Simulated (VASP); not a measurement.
# Se (P3_121) in VASP: further runs

Runs on Se. Level: r2SCAN. Tasks: single point, relaxation of cell and atoms, relaxation of shape and atoms at fixed volume.

Program: VASP 6.6.1. These are calculated values, not measurements. Logs are shortened: lines on timing, memory, paths and dates and some standing lists are left out, and cuts for length are marked.

**1. The cell of the first run**

The structure is trigonal, space group P3_121 (No. 152). The conventional cell has a = 4.644 Å, b = 4.644 Å, c = 4.978 Å, α = 90.00°, β = 90.00°, γ = 120.00°. Within 3.1 Å of Se (site symmetry 2) lie 2 Se at 2.37 Å.

**2. Single point, r2SCAN (30.99 Å³/atom)**

The input, POSCAR:

```
Se
1.0
    4.6438155873      0.0000000000      0.0000000000
   -2.3219077936      4.0216622691      0.0000000000
    0.0000000000      0.0000000000      4.9784274568
Se
3
Direct
    0.2101892838      0.0000000000      0.3333333333
    0.0000000000      0.2101892838      0.6666666667
    0.7898107162      0.7898107162      0.0000000000
```

The input, INCAR.step1:

```
SYSTEM = Se
ALGO = Normal
EDIFF = 1E-4
ENCUT = 520
GGA = PE
ISMEAR = 0
LASPH = .True.
LCHARG = .False.
LREAL = .False.
LWAVE = .True.
NBANDS = 16
NELM = 60
PREC = Accurate
SIGMA = 0.02
```

The input, INCAR.step2:

```
SYSTEM = Se
ALGO = Normal
EDIFF = 1E-7
ENCUT = 520
ISIF = 2
ISMEAR = 0
ISTART = 1
LASPH = .True.
LCHARG = .False.
LMIXTAU = .True.
LREAL = .False.
LWAVE = .False.
METAGGA = R2SCAN
NBANDS = 16
NELM = 60
PREC = Accurate
SIGMA = 0.02
```

The input, KPOINTS:

```
k-points
0
Gamma
  6 6 6
  0 0 0
```

Potentials or basis: VASP PAW PBE potentials, release 64 (Se).

Started as:

```bash
$ cat potpaw_PBE.64/Se/POTCAR > POTCAR
$ cp INCAR.step1 INCAR
$ mpirun -np 1 vasp_std > vasp.out
$ cp INCAR.step2 INCAR
$ mpirun -np 1 vasp_std > vasp.out
```

OUTCAR:

```text
SYSTEM = Se
   EDIFF = 1E-7
   ENCUT = 520
   ISIF = 2
   ISMEAR = 0
   ISTART = 1
   LASPH = .True.
   LREAL = .False.
   METAGGA = R2SCAN
   NELM = 60
   PREC = Accurate

 ion  position               nearest neighbor table
   1  0.210  0.000  0.333-   3 2.37   2 2.37
   2  0.000  0.210  0.667-   3 2.37   1 2.37
   3  0.790  0.790  0.000-   2 2.37   1 2.37

  LATTYP: Found a hexagonal cell.
 ALAT       =     4.6438155873
 C/A-ratio  =     1.0720553741

  Lattice vectors:

 A1 = (   4.6438155873,   0.0000000000,   0.0000000000)
 A2 = (  -2.3219077936,   4.0216622691,   0.0000000000)
 A3 = (   0.0000000000,   0.0000000000,   4.9784274568)

Analysis of symmetry for initial positions (statically):
=====================================================================
 Subroutine PRICEL returns:
 Original cell was already a primitive cell.

 Routine SETGRP: Setting up the symmetry group for a
 hexagonal supercell.

 Subroutine GETGRP returns: Found  6 space group operations
 (whereof  2 operations were pure point group operations)
 out of a pool of 24 trial point group operations.

The static configuration has the point symmetry C_2 .
 The point group associated with its full space group is D_3 .

Analysis of symmetry for dynamics (positions and initial velocities):
=====================================================================
 Subroutine PRICEL returns:
 Original cell was already a primitive cell.

 Routine SETGRP: Setting up the symmetry group for a
 hexagonal supercell.

 Subroutine GETGRP returns: Found  6 space group operations
 (whereof  2 operations were pure point group operations)
 out of a pool of 24 trial point group operations.

The dynamic configuration has the point symmetry C_2 .
 The point group associated with its full space group is D_3 .

 Subroutine INISYM returns: Found  6 space group operations
 (whereof  2 operations are pure point group operations),
 and found     1 'primitive' translations

----------------------------------------------------------------------------------------

                                     Primitive cell

  volume of cell :      92.9764

  direct lattice vectors                    reciprocal lattice vectors
     4.643815587  0.000000000  0.000000000     0.215340162  0.124326700  0.000000000
    -2.321907794  4.021662269  0.000000000     0.000000000  0.248653401  0.000000000
     0.000000000  0.000000000  4.978427457     0.000000000  0.000000000  0.200866641

  length of vectors
     4.643815587  4.643815587  4.978427457     0.248653401  0.248653401  0.200866641

  position of ions in fractional coordinates (direct lattice)
     0.210189284  0.000000000  0.333333333
     0.000000000  0.210189284  0.666666667
     0.789810716  0.789810716  0.000000000

  ion indices of the primitive-cell ions
   primitive index   ion index
                 1           1
                 2           2
                 3           3

----------------------------------------------------------------------------------------

 KPOINTS: k-points

Automatic generation of k-mesh.
 Grid dimensions read from file:
 generate k-points for:    6    6    6

 Generating k-lattice:

  Cartesian coordinates                     Fractional coordinates (reciprocal lattice)
     0.035890027  0.020721117  0.000000000     0.166666667  0.000000000  0.000000000
     0.000000000  0.041442233  0.000000000     0.000000000  0.166666667  0.000000000
     0.000000000  0.000000000  0.033477773     0.000000000  0.000000000  0.166666667

  Length of vectors
     0.041442233  0.041442233  0.033477773

  Shift w.r.t. Gamma in fractional coordinates (k-lattice)
     0.000000000  0.000000000  0.000000000

 Subroutine IBZKPT returns following result:
 ===========================================

 Found     34 irreducible k-points:

 Following reciprocal coordinates:
            Coordinates               Weight
  0.000000  0.000000  0.000000      1.000000
  0.166667 -0.000000  0.000000      6.000000
  0.333333 -0.000000  0.000000      6.000000
  0.500000 -0.000000  0.000000      3.000000
  0.166667  0.166667  0.000000      6.000000
  0.333333  0.166667  0.000000     12.000000
[... 16 lines left out ...]
  0.500000 -0.000000  0.333333      6.000000
  0.166667  0.166667  0.333333     12.000000
 [... further k-points ...]
   k-points           NKPTS =     34   k-points in BZ     NKDIM =     34   number of bands    NBANDS=     16
   number of dos      NEDOS =    301   number of ions     NIONS =      3
   total plane-waves  NPLWV =  51840
   dimension x,y,z NGX =    36 NGY =   36 NGZ =   40
   dimension x,y,z NGXF=    72 NGYF=   72 NGZF=   80
   ions per type =               3
   NGX,Y,Z   is equivalent  to a cutoff of  12.89, 12.89, 13.36 a.u.
   NGXF,Y,Z  is equivalent  to a cutoff of  25.78, 25.78, 26.71 a.u.
 SYSTEM =  Se
   PREC   = accura    normal or accurate (medium, high low for compatibility)
   ISTART =      1    job   : 0-new  1-cont  2-samecut
   ICHARG =      0    charge: 1-file 2-atom 10-const
   ISPIN  =      1    spin polarized calculation?
   LNONCOLLINEAR =      F non collinear calculations
   LSORBIT =      F    spin-orbit coupling
   LASPH  =      T    aspherical Exc in radial PAW
   ENCUT  =  520.0 eV  38.22 Ry    6.18 a.u.   8.63  8.63  9.26*2*pi/ulx,y,z
   NELM   =     60;   NELMIN=  2; NELMDL=  0     # of ELM steps
   EDIFF  = 0.1E-06   stopping-criterion for ELM
   LREAL  =      F    real-space projection
   EDIFFG = 0.1E-05   stopping-criterion for IOM
   NSW    =      0    number of steps for IOM
   IBRION =     -1    ionic relax: 0-MD 1-quasi-New 2-CG
   NFREE  =      0    steps in history (QN), initial steepest desc. (CG)
   ISIF   =      2    stress and relaxation
   ISYM   =      2    0-nonsym 1-usesym 2-fastsym
   POTIM  = 0.5000    time-step for ionic-motion
   TEBEG  =    0.0;   TEEND  =   0.0 temperature during run
   PSTRESS=    0.0 pullay stress
   NELECT =      18.0000    total number of electrons
   NUPDOWN=      -1.0000    fix difference up-down
   EMIN   =  10.00;   EMAX   =-10.00  energy-range for DOS
   EFERMI =   0.00;   METHOD = LEGACY
   ISMEAR =     0;   SIGMA  =   0.02  broadening in eV -4-tet -1-fermi 0-gaus
   EFERMI_NEDOS =   21; number of points for ismear=-14 and -15
   IALGO  =     38    algorithm
   IMIX   =      4    mixing-type and parameters
     AMIX     =   0.40;   BMIX     =  1.00
     AMIX_MAG =   1.60;   BMIX_MAG =  1.00
  volume/ion in A,a.u.               =      30.99       209.15
  Fermi-wavevector in a.u.,A,eV,Ry     =   0.947054  1.789673 12.203219  0.896911
  Thomas-Fermi vector in A             =   2.075111
   LORBIT       =      0    0 simple, 1 ext, 2 COOP (PROOUT), +10 PAW based schemes
   METAGGA = R2SCAN    functional components
   LHFCALC =     F    Hartree Fock is set to
   AEXX    =    0.0000 exact exchange contribution
   IVDW    =     0    specifies the selected vdW correction
   LEPSILON=     F    determine dielectric tensor
   LRPA    =     F    only Hartree local field effects (RPA)
 non-spin polarized calculation
 Gauss-broadening in eV      SIGMA  =   0.02
  energy-cutoff  :      520.00
  volume of cell :       92.98
 maximum number of plane-waves:      2545
 NGX is ok and might be reduce to    36
   NGX = 17   NGY = 17   NGZ = 19

 number of electron      17.9999998 magnetization

 Free energy of the ion-electron system (eV)
  ---------------------------------------------------
  ext. energy  EPLUGINS =         0.00000000
  ---------------------------------------------------
  free energy    TOTEN  =       -42.92103596 eV

  energy without entropy =      -42.92103596  energy(sigma->0) =      -42.92103596

 E-fermi :   1.3296     XC(G=0):  -8.6185

 val. band max:        1.2370245970   @ k =   0.5000  -0.0000   0.5000
 cond. band min:       2.6883127893   @ k =   0.3333   0.3333   0.5000
 fundamental gap:      1.4512881923
 Fermi energy:         1.3295664201

 k-point     1 :       0.0000    0.0000    0.0000
  band No.  band energies     occupation
      1     -14.8539      2.00000
      2     -10.7051      2.00000
      3     -10.7051      2.00000
      4      -2.7664      2.00000
      5      -2.7664      2.00000
      6      -2.2770      2.00000
[... 8 lines left out ...]
     15       8.3612      0.00000
     16      10.2039      0.00000

 k-point     2 :       0.1667   -0.0000    0.0000
  band No.  band energies     occupation
      1     -14.7903      2.00000
      2     -10.7774      2.00000
      3     -10.7040      2.00000
      4      -3.1384      2.00000
      5      -2.9446      2.00000
      6      -2.1491      2.00000
[... 8 lines left out ...]
     15       8.9192      0.00000
     16      10.2512      0.00000

 k-point     3 :       0.3333   -0.0000    0.0000
  band No.  band energies     occupation
      1     -14.6535      2.00000
      2     -10.9398      2.00000
      3     -10.7016      2.00000
      4      -3.5294      2.00000
      5      -3.2003      2.00000
      6      -2.0255      2.00000
[... 8 lines left out ...]
     15      10.0943      0.00000
     16      11.0311      0.00000

 k-point     4 :       0.5000   -0.0000    0.0000
  band No.  band energies     occupation
      1     -14.5792      2.00000
      2     -11.0307      2.00000
      3     -10.7002      2.00000
      4      -3.6446      2.00000
      5      -3.3077      2.00000
      6      -1.8705      2.00000
[... 8 lines left out ...]
     15      10.8073      0.00000
     16      11.0608      0.00000
[... 324 lines left out ...]
 k-point    22 :       0.0000    0.3333    0.3333
  band No.  band energies     occupation
      1     -14.1384      2.00000
      2     -12.7198      2.00000
      3      -9.2822      2.00000
      4      -4.0527      2.00000
      5      -3.2674      2.00000
      6      -2.3404      2.00000
[... 8 lines left out ...]
     15       9.4639      0.00000
     16      10.2886      0.00000

 k-point    23 :       0.5000   -0.0000    0.3333
  band No.  band energies     occupation
      1     -14.0734      2.00000
      2     -12.6828      2.00000
      3      -9.4384      2.00000
      4      -4.1684      2.00000
      5      -3.4040      2.00000
      6      -2.4397      2.00000
[... 8 lines left out ...]
     15      10.2397      0.00000
     16      10.5210      0.00000

 k-point    24 :       0.1667    0.1667    0.3333
  band No.  band energies     occupation
      1     -14.1714      2.00000
      2     -12.7331      2.00000
      3      -9.2173      2.00000
      4      -3.9350      2.00000
      5      -3.1849      2.00000
      6      -2.2829      2.00000
[... 8 lines left out ...]
     15       9.2925      0.00000
     16       9.9461      0.00000

 [... further k-points ...]

------------------------ aborting loop because EDIFF is reached ----------------------------------------

  FORCE on cell =-STRESS in cart. coord.  units (eV):
  Direction    XX          YY          ZZ          XY          YZ          ZX
  --------------------------------------------------------------------------------------
  -------------------------------------------------------------------------------------
  Total       -0.2308525     -0.2308525     -0.2826133     -0.0000000      0.0000000      0.0000000
  in kB       -3.9780697     -3.9780697     -4.8700164     -0.0000000      0.0000000      0.0000000
  external PRESSURE =      -4.2753853 kB  Pullay stress =       0.0000000 kB

 VOLUME and BASIS-vectors are now :
 -----------------------------------------------------------------------------
  energy-cutoff  :      520.00
  volume of cell :       92.98
      direct lattice vectors                 reciprocal lattice vectors
     4.643815587  0.000000000  0.000000000     0.215340162  0.124326700  0.000000000
    -2.321907794  4.021662269  0.000000000     0.000000000  0.248653401  0.000000000
     0.000000000  0.000000000  4.978427457     0.000000000  0.000000000  0.200866641

 POSITION                                       TOTAL-FORCE (eV/Angst)
 -----------------------------------------------------------------------------------
      0.97608      0.00000      1.65948         0.006451      0.000000      0.000000
     -0.48804      0.84531      3.31895        -0.003225      0.005587     -0.000000
      1.83387      3.17635      0.00000        -0.003225     -0.005587     -0.000000
 -----------------------------------------------------------------------------------
    total drift:                               -0.000000     -0.000001     -0.000000

  FREE ENERGIE OF THE ION-ELECTRON SYSTEM (eV)
  ---------------------------------------------------
  free  energy   TOTEN  =       -42.9210359595 eV

  energy  without entropy=      -42.9210359595  energy(sigma->0) =      -42.92103596
```

Run time: 8.3 min. Hardware: 1 thread of AMD EPYC 7R43 (Zen 3), shared host; peak memory 0.19 GiB.

Results:

| Quantity | Value |
| --- | --- |
| Free energy | -42.9210 eV |
| Pressure | -0.4 GPa |
| Largest force | 0.006 eV/Å |
| Band gap on the k mesh | 1.45 eV (least direct gap 1.74 eV) |

Forces in eV/Å, atoms in the order of the input:
```
Se   0.006  0.000  0.000
Se  -0.003  0.006  0.000
Se  -0.003 -0.006  0.000
```

Caveat: the PAW data sets were made with another functional, which shifts forces and pressure a little.

(Continued in part 2 of 2.)
